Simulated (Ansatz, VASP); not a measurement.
# SnH2Br2 in VASP and in Ansatz

```
Sn H Br
1.0
    -1.71766    1.71766    8.04974
     1.71766   -1.71766    8.04974
     1.71766    1.71766   -8.04974
Sn H Br
1 2 2
Direct
  0.00000 0.00000 0.00000
  0.75000 0.25000 0.50000
  0.25000 0.75000 0.50000
  0.67430 0.67430 0.00000
  0.32570 0.32570 0.00000
```

Change from the starting cell: species swapped into the SrGe2Ru2 type (I4/mmm, No. 139).

Alike in both runs: functional PBE; k mesh 6 × 6 × 6; occupations gaussian, width 0.1 eV; no spin polarisation.

Ansatz relaxed the structure, and its values are those at the end. VASP's run is a single point on that final structure, the one shown.

|  | VASP | Ansatz |
| --- | --- | --- |
| version | VASP 6.6.1 | Ansatz 0.2.0 |
| potentials or method | VASP PAW PBE potentials, release 64 (Sn_d, H, Br), cutoff 520 eV | scalar-relativistic, plane waves, PAW |
| valence electrons in the cell | 30 | 30 |

```tsv
	VASP	Ansatz	Ansatz less VASP
gap on the k mesh at the Fermi level (eV)	none	none	-
pressure (GPa)	0.0	0.1	+0.04
```

A gap of «none» marks a metal or a gap that the smearing closes.

The k mesh is coarse, so the values compare programs but aren't converged.
